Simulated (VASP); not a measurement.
The system is Ga.

```
Ga
1.0
     2.30585   -3.90563    0.00000
     2.30585    3.90563    0.00000
     0.00000    0.00000    4.61273
Ga
4
Cartesian
  2.3059 1.2100 1.9327
  2.3059 2.6957 4.2391
  2.3059 -1.2100 2.6800
  2.3059 -2.6957 0.3736
```

Base run:

* Program: VASP 6.6.1
* Functional: PBEsol
* Potentials or basis: VASP PAW PBE potentials, release 64 (Ga_d)
* Cutoff: 520 eV
* k mesh: 7 × 7 × 6
* Occupations: fermi-dirac, width 0.05 eV
* Spin: no spin polarisation

Its results: band gap on the k mesh zero (band 26 reaches 4.75 eV, above the bottom of band 27 at 3.51 eV); pressure -4.1 GPa; largest force 0.116 eV/Å.

Problem. The run is repeated on the same cell with these changes: functional from PBEsol to LDA; potentials or basis from VASP PAW PBE potentials, release 64 (Ga_d) to VASP PAW LDA potentials, release 64 (Ga_d). What comes out?

Solution. Band gap on the k mesh zero (band 26 reaches 4.64 eV, above the bottom of band 27 at 3.40 eV); pressure -5.8 GPa; largest force 0.133 eV/Å.

Caveats: the PAW data sets were made with another functional, which shifts forces and pressure a little (some runs).
